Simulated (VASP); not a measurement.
# I (C2/c) in VASP: single point with PBE+D3(BJ)

Aim: the single point of I with PBE+D3(BJ).

Everything below comes from runs of VASP 6.6.1. Logs are shortened: lines on timing, memory, paths and dates and some standing lists are left out, and cuts for length are marked.

## (1) The cell of the first run

The structure is monoclinic, space group C2/c (No. 15). The conventional cell has a = 7.351 Å, b = 4.478 Å, c = 9.650 Å, α = 90.00°, β = 90.20°, γ = 90.00°. Within 3.7 Å of I (site symmetry 1) lie 3 I at 2.82 to 3.33 Å.

## (2) Single point, PBE+D3(BJ)

Input file INCAR:

```
SYSTEM = I
  ALGO = Normal
  EDIFF = 1E-6
  ENCUT = 520
  GGA = PE
  ISIF = 2
  ISMEAR = 0
  IVDW = 12
  LASPH = .True.
  LCHARG = .True.
  LELF = .True.
  LREAL = .False.
  LVHAR = .True.
  LWAVE = .False.
  NBANDS = 22
  NELM = 80
  PREC = Accurate
  SIGMA = 0.02
```

Input file KPOINTS:

```
k-points
0
Gamma
  8 8 4
  0 0 0
```

Input file POSCAR:

```
I
1.0
    3.6537276860     -2.2391201234      0.4002127141
    3.6537276860      2.2391201234      0.4002127141
   -1.0843945225      0.0000000000      9.5888937438
I
4
Direct
    0.8287106114      0.6711810865      0.1224920802
    0.3288189135      0.1712893886      0.3775079198
    0.1712893886      0.3288189135      0.8775079198
    0.6711810865      0.8287106114      0.6224920802
```

Potentials or basis: VASP PAW PBE potentials, release 64 (I).

Started as:

```bash
cat potpaw_PBE.64/I/POTCAR > POTCAR
mpirun -np 1 vasp_std > vasp.out
```

OUTCAR:

```text
SYSTEM = I
   EDIFF = 1E-6
   ENCUT = 520
   GGA = PE
   ISIF = 2
   ISMEAR = 0
   IVDW = 12
   LASPH = .True.
   LREAL = .False.
   NELM = 80
   PREC = Accurate
 IVDW          = 12

 ion  position               nearest neighbor table
   1  0.829  0.671  0.122-   3 2.82   2 3.33   2 3.33
   2  0.329  0.171  0.378-   4 2.82   1 3.33   1 3.33
   3  0.171  0.329  0.878-   1 2.82   4 3.33   4 3.33
   4  0.671  0.829  0.622-   2 2.82   3 3.33   3 3.33

  LATTYP: Found a base centered monoclinic cell.
 ALAT       =     7.3511621449
 B/A-ratio  =     0.6091880656
 C/A-ratio  =     1.3127196870
 COS(beta)  =    -0.0035096464

  Lattice vectors:

 A1 = (   3.6537276860,  -2.2391201234,   0.4002127141)
 A2 = (   3.6537276860,   2.2391201234,   0.4002127141)
 A3 = (  -1.0843945225,   0.0000000000,   9.5888937438)

Analysis of symmetry for initial positions (statically):
=====================================================================
 Subroutine PRICEL returns:
 Original cell was already a primitive cell.

 Routine SETGRP: Setting up the symmetry group for a
 base centered monoclinic supercell.

 Subroutine GETGRP returns: Found  4 space group operations
 (whereof  2 operations were pure point group operations)
 out of a pool of  4 trial point group operations.

The static configuration has the point symmetry S_2 .
 The point group associated with its full space group is C_2h.

Analysis of symmetry for dynamics (positions and initial velocities):
=====================================================================
 Subroutine PRICEL returns:
 Original cell was already a primitive cell.

 Routine SETGRP: Setting up the symmetry group for a
 base centered monoclinic supercell.

 Subroutine GETGRP returns: Found  4 space group operations
 (whereof  2 operations were pure point group operations)
 out of a pool of  4 trial point group operations.

The dynamic configuration has the point symmetry S_2 .
 The point group associated with its full space group is C_2h.

 Subroutine INISYM returns: Found  4 space group operations
 (whereof  2 operations are pure point group operations),
 and found     1 'primitive' translations

----------------------------------------------------------------------------------------

                                     Primitive cell

  volume of cell :     158.8396

  direct lattice vectors                    reciprocal lattice vectors
     3.653727686 -2.239120123  0.400212714     0.135172137 -0.223301999  0.015286427
     3.653727686  2.239120123  0.400212714     0.135172137  0.223301999  0.015286427
    -1.084394523  0.000000000  9.588893744    -0.011283389  0.000000000  0.103011294

  length of vectors
     4.303899993  4.303899993  9.650015270     0.261474596  0.261474596  0.103627417

  position of ions in fractional coordinates (direct lattice)
     0.828710611  0.671181086  0.122492080
     0.328818914  0.171289389  0.377507920
     0.171289389  0.328818914  0.877507920
     0.671181086  0.828710611  0.622492080

  ion indices of the primitive-cell ions
   primitive index   ion index
                 1           1
                 2           2
                 3           3
                 4           4

----------------------------------------------------------------------------------------

 KPOINTS: k-points

Automatic generation of k-mesh.
 Grid dimensions read from file:
 generate k-points for:    8    8    4

 Generating k-lattice:

  Cartesian coordinates                     Fractional coordinates (reciprocal lattice)
     0.016896517 -0.027912750  0.001910803     0.125000000  0.000000000  0.000000000
     0.016896517  0.027912750  0.001910803     0.000000000  0.125000000  0.000000000
    -0.002820847  0.000000000  0.025752824     0.000000000  0.000000000  0.250000000

  Length of vectors
     0.032684324  0.032684324  0.025906854

  Shift w.r.t. Gamma in fractional coordinates (k-lattice)
     0.000000000  0.000000000  0.000000000

 Subroutine IBZKPT returns following result:
 ===========================================

 Found     78 irreducible k-points:

 Following reciprocal coordinates:
            Coordinates               Weight
  0.000000  0.000000  0.000000      1.000000
  0.125000 -0.000000 -0.000000      4.000000
  0.250000 -0.000000 -0.000000      4.000000
  0.375000  0.000000 -0.000000      4.000000
  0.500000 -0.000000 -0.000000      2.000000
  0.125000  0.125000 -0.000000      2.000000
[... 16 lines left out ...]
  0.125000 -0.000000  0.250000      4.000000
  0.250000 -0.000000  0.250000      4.000000
 [... further k-points ...]
   k-points           NKPTS =     78   k-points in BZ     NKDIM =     78   number of bands    NBANDS=     22
   number of dos      NEDOS =    301   number of ions     NIONS =      4
   total plane-waves  NPLWV =  73728
   dimension x,y,z NGX =    32 NGY =   32 NGZ =   72
   dimension x,y,z NGXF=    64 NGYF=   64 NGZF=  144
   ions per type =               4
   NGX,Y,Z   is equivalent  to a cutoff of  12.36, 12.36, 12.40 a.u.
   NGXF,Y,Z  is equivalent  to a cutoff of  24.72, 24.72, 24.81 a.u.
 SYSTEM =  I
   PREC   = accura    normal or accurate (medium, high low for compatibility)
   ISTART =      0    job   : 0-new  1-cont  2-samecut
   ICHARG =      2    charge: 1-file 2-atom 10-const
   ISPIN  =      1    spin polarized calculation?
   LNONCOLLINEAR =      F non collinear calculations
   LSORBIT =      F    spin-orbit coupling
   LASPH  =      T    aspherical Exc in radial PAW
   ENCUT  =  520.0 eV  38.22 Ry    6.18 a.u.   8.00  8.00 17.94*2*pi/ulx,y,z
   NELM   =     80;   NELMIN=  2; NELMDL= -5     # of ELM steps
   EDIFF  = 0.1E-05   stopping-criterion for ELM
   LREAL  =      F    real-space projection
   EDIFFG = 0.1E-04   stopping-criterion for IOM
   NSW    =      0    number of steps for IOM
   IBRION =     -1    ionic relax: 0-MD 1-quasi-New 2-CG
   NFREE  =      0    steps in history (QN), initial steepest desc. (CG)
   ISIF   =      2    stress and relaxation
   ISYM   =      2    0-nonsym 1-usesym 2-fastsym
   POTIM  = 0.5000    time-step for ionic-motion
   TEBEG  =    0.0;   TEEND  =   0.0 temperature during run
   PSTRESS=    0.0 pullay stress
   NELECT =      28.0000    total number of electrons
   NUPDOWN=      -1.0000    fix difference up-down
   EMIN   =  10.00;   EMAX   =-10.00  energy-range for DOS
   EFERMI =   0.00;   METHOD = LEGACY
   ISMEAR =     0;   SIGMA  =   0.02  broadening in eV -4-tet -1-fermi 0-gaus
   EFERMI_NEDOS =   21; number of points for ismear=-14 and -15
   IALGO  =     38    algorithm
   IMIX   =      4    mixing-type and parameters
     AMIX     =   0.40;   BMIX     =  1.00
     AMIX_MAG =   1.60;   BMIX_MAG =  1.00
  volume/ion in A,a.u.               =      39.71       267.98
  Fermi-wavevector in a.u.,A,eV,Ry     =   0.917927  1.734630 11.464122  0.842589
  Thomas-Fermi vector in A             =   2.042951
   LORBIT       =      0    0 simple, 1 ext, 2 COOP (PROOUT), +10 PAW based schemes
   GGA     = PE    functional components
   LHFCALC =     F    Hartree Fock is set to
   AEXX    =    0.0000 exact exchange contribution
   IVDW    =    12    specifies the selected vdW correction
   LEPSILON=     F    determine dielectric tensor
   LRPA    =     F    only Hartree local field effects (RPA)
 non-spin polarized calculation
 Gauss-broadening in eV      SIGMA  =   0.02
  energy-cutoff  :      520.00
  volume of cell :      158.84
 maximum number of plane-waves:      4314
   NGX = 15   NGY = 15   NGZ = 35

 number of electron      28.0000002 magnetization

 Free energy of the ion-electron system (eV)
  ---------------------------------------------------
  ext. energy  EPLUGINS =         0.00000000
  ---------------------------------------------------
  free energy    TOTEN  =        -5.95132351 eV

  energy without entropy =       -5.95132351  energy(sigma->0) =       -5.95132351

 E-fermi :   3.4231     XC(G=0):  -8.3584

 val. band max:        3.3132618837   @ k =   0.5000  -0.0000   0.5000
 cond. band min:       4.1525431091   @ k =   0.5000   0.3750   0.0000
 fundamental gap:      0.8392812254
 Fermi energy:         3.4231026410

 k-point     1 :       0.0000    0.0000    0.0000
  band No.  band energies     occupation
      1     -10.3761      2.00000
      2      -9.5599      2.00000
      3      -8.8377      2.00000
      4      -7.4037      2.00000
      5      -1.3595      2.00000
      6       0.2523      2.00000
[... 14 lines left out ...]
     21      10.3024      0.00000
     22      11.1128      0.00000

 k-point     2 :       0.1250   -0.0000   -0.0000
  band No.  band energies     occupation
      1     -10.3034      2.00000
      2      -9.5316      2.00000
      3      -8.7839      2.00000
      4      -7.4679      2.00000
      5      -1.3313      2.00000
      6       0.0604      2.00000
[... 14 lines left out ...]
     21      10.4402      0.00000
     22      10.5530      0.00000

 k-point     3 :       0.2500   -0.0000   -0.0000
  band No.  band energies     occupation
      1     -10.1020      2.00000
      2      -9.4734      2.00000
      3      -8.6365      2.00000
      4      -7.6518      2.00000
      5      -1.3440      2.00000
      6      -0.5884      2.00000
[... 14 lines left out ...]
     21      10.6379      0.00000
     22      11.1173      0.00000
[... 476 lines left out ...]
 k-point    23 :       0.1250   -0.0000    0.2500
  band No.  band energies     occupation
      1     -10.2346      2.00000
      2      -9.7418      2.00000
      3      -8.5029      2.00000
      4      -7.6273      2.00000
      5      -1.1745      2.00000
      6      -0.2702      2.00000
[... 14 lines left out ...]
     21      10.3936      0.00000
     22      10.4743      0.00000

 k-point    24 :       0.2500   -0.0000    0.2500
  band No.  band energies     occupation
      1     -10.0415      2.00000
      2      -9.6280      2.00000
      3      -8.4333      2.00000
      4      -7.7688      2.00000
      5      -1.2776      2.00000
      6      -0.7070      2.00000
[... 14 lines left out ...]
     21      10.4263      0.00000
     22      10.8166      0.00000

 [... further k-points ...]

------------------------ aborting loop because EDIFF is reached ----------------------------------------

 Edisp (eV)   -1.30829

 E8    (eV) :    -0.5853

  FORCE on cell =-STRESS in cart. coord.  units (eV):
  Direction    XX          YY          ZZ          XY          YZ          ZX
  --------------------------------------------------------------------------------------
  -------------------------------------------------------------------------------------
  Total       0.00036    -0.00693    -0.02991     0.00000     0.00000     0.01622
  in kB       0.00361    -0.06991    -0.30168     0.00000     0.00000     0.16356
  external pressure =       -0.12 kB  Pullay stress =        0.00 kB

 VOLUME and BASIS-vectors are now :
 -----------------------------------------------------------------------------
  energy-cutoff  :      520.00
  volume of cell :      158.84
      direct lattice vectors                 reciprocal lattice vectors
     3.653727686 -2.239120123  0.400212714     0.135172137 -0.223301999  0.015286427
     3.653727686  2.239120123  0.400212714     0.135172137  0.223301999  0.015286427
    -1.084394523  0.000000000  9.588893744    -0.011283389  0.000000000  0.103011294

 POSITION                                       TOTAL-FORCE (eV/Angst)
 -----------------------------------------------------------------------------------
      5.34737     -0.35273      1.77484         0.002512     -0.008486     -0.015701
      1.41789     -0.35273      3.82003        -0.002512     -0.008486      0.015701
      0.87569      0.35273      8.61448        -0.002512      0.008486      0.015701
      4.80517      0.35273      6.56929         0.002512      0.008486     -0.015701
 -----------------------------------------------------------------------------------
    total drift:                               -0.000000     -0.000000      0.000000

  FREE ENERGIE OF THE ION-ELECTRON SYSTEM (eV)
  ---------------------------------------------------
  free  energy   TOTEN  =        -7.2596181507 eV

  energy  without entropy=       -7.2596181507  energy(sigma->0) =       -7.25961815
```

Run time: 2.8 min. Hardware: 1 thread of Intel Xeon Platinum 8259CL at 2.50GHz (Skylake/Cascade Lake), shared host; peak memory 0.38 GiB.

What came out:

- Free energy: -7.2596 eV
- Pressure: 0.0 GPa
- Largest force: 0.018 eV/Å
- Band gap on the k mesh: 0.84 eV, indirect (least direct gap 1.14 eV)
- Dispersion energy per atom: -0.327 eV

Forces in eV/Å, atoms in the order of the input:
```
I    0.003 -0.008 -0.016
I   -0.003 -0.008  0.016
I   -0.003  0.008  0.016
I    0.003  0.008 -0.016
```

Caveat: spin-orbit coupling is left out, which moves the levels of the heavy elements. A k mesh can miss the band edges.
